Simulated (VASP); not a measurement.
Here is a VASP 6.6.1 calculation.

Contents of INCAR:

```
PREC = Accurate ; ENCUT = 600
EDIFF = 1E-7 ; ISMEAR = -1
SIGMA = 0.05 ; LREAL = F
LASPH = T ; NELM = 120
ALGO = Normal ; ISIF = 3
LWAVE = F ; LCHARG = F
GGA = PE ; IVDW = 12
IBRION = 2 ; NSW = 60
EDIFFG = -0.01 ; GGA_COMPAT = F
NELMIN = 4
```

File KPOINTS:

```
Automatic mesh
0
Gamma
  10 10 10
```

The input POSCAR:

```
HfN
1.0
    0.0000000000      2.2560000000      2.2560000000
    2.2560000000      0.0000000000      2.2560000000
    2.2560000000      2.2560000000      0.0000000000
Hf N
1 1
Direct
    0.0000000000      0.0000000000      0.0000000000
    0.5000000000      0.5000000000      0.5000000000
```

Potentials or basis: VASP PAW PBE potentials, release 64 (Hf_pv, N).

Run with:

```console
$ cat potpaw_PBE.64/Hf_pv/POTCAR potpaw_PBE.64/N/POTCAR > POTCAR
$ mpirun -np 1 vasp_std > vasp.out
```

Q: What does it give for the space group after relaxing (to 0.1 Å)?

A: Fm-3m (No. 225).

Q: Estimate the relaxed volume.

A: 11.42 Å³/atom.

Q: What does it give for the relaxed cell?

A: a = 3.185 Å, b = 3.185 Å, c = 3.185 Å, α = 60.00°, β = 60.00°, γ = 60.00°.

Q: Estimate the dispersion energy per atom.

A: -0.390 eV.

Step by step:
```csv
step,energy change (eV),largest force (eV/Å),pressure (GPa),volume (Å³)
1,0.0000,0.0000,-1.56,22.96
2,0.0017,0.0000,3.08,22.59
3,-0.0006,0.0000,0.01,22.84
```
